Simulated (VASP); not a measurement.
Input of a VASP 6.6.1 run:

INCAR

```
PREC     = Accurate       # precision mode
ENCUT    = 520            # plane-wave cutoff, eV
EDIFF    = 1E-7           # SCF threshold, eV
ISMEAR   = 0              # smearing method
SIGMA    = 0.1            # smearing width, eV
LREAL    = F              # projectors in reciprocal space
LASPH    = T              # aspherical terms in the spheres
NELM     = 100            # most SCF steps
ALGO     = Normal         # electronic algorithm
ISIF     = 2              # what is computed and relaxed
LWAVE    = F              # write WAVECAR
LCHARG   = F              # write CHGCAR
GGA      = PS             # functional
NBANDS   = 36             # bands
```

KPOINTS

```
regular mesh
0
Gamma
  8 8 8
```

Contents of POSCAR:

```
CoSi
1.0
    4.4292523605      0.0000000000      0.0000000000
    0.0000000000      4.4292523605      0.0000000000
    0.0000000000      0.0000000000      4.4292523605
Co Si
4 4
Direct
    0.1444903377      0.1444903377      0.1444903377
    0.3555096623      0.8555096623      0.6444903377
    0.6444903377      0.3555096623      0.8555096623
    0.8555096623      0.6444903377      0.3555096623
    0.8429158197      0.8429158197      0.8429158197
    0.6570841803      0.1570841803      0.3429158197
    0.3429158197      0.6570841803      0.1570841803
    0.1570841803      0.3429158197      0.6570841803
```

Potentials or basis: VASP PAW PBE potentials, release 64 (Co, Si).

Command:

```bash
$ cat potpaw_PBE.64/Co/POTCAR potpaw_PBE.64/Si/POTCAR > POTCAR
$ mpirun -np 1 vasp_std > vasp.out
```

Problem. Estimate the largest force.

Solution. 0.011 eV/Å.

Problem. What does it give for the band gap on the k mesh?

Solution. Zero (bands 26 and 27 overlap by 0.22 eV).

Problem. Predict the pressure.

Solution. -6.5 GPa.

Forces in eV/Å, atoms in the order of the input:
```
Co   0.006  0.006  0.006
Co  -0.006 -0.006  0.006
Co   0.006 -0.006 -0.006
Co  -0.006  0.006 -0.006
Si  -0.001 -0.001 -0.001
Si   0.001  0.001 -0.001
Si  -0.001  0.001  0.001
Si   0.001 -0.001  0.001
```

Caveat: the cell stands under tension; the PAW data sets were made with another functional, which shifts forces and pressure a little; the run has no spin polarisation, though such a crystal can be magnetic. Spin polarisation is off, so any magnetic state and its effect on volume and gap are missing.
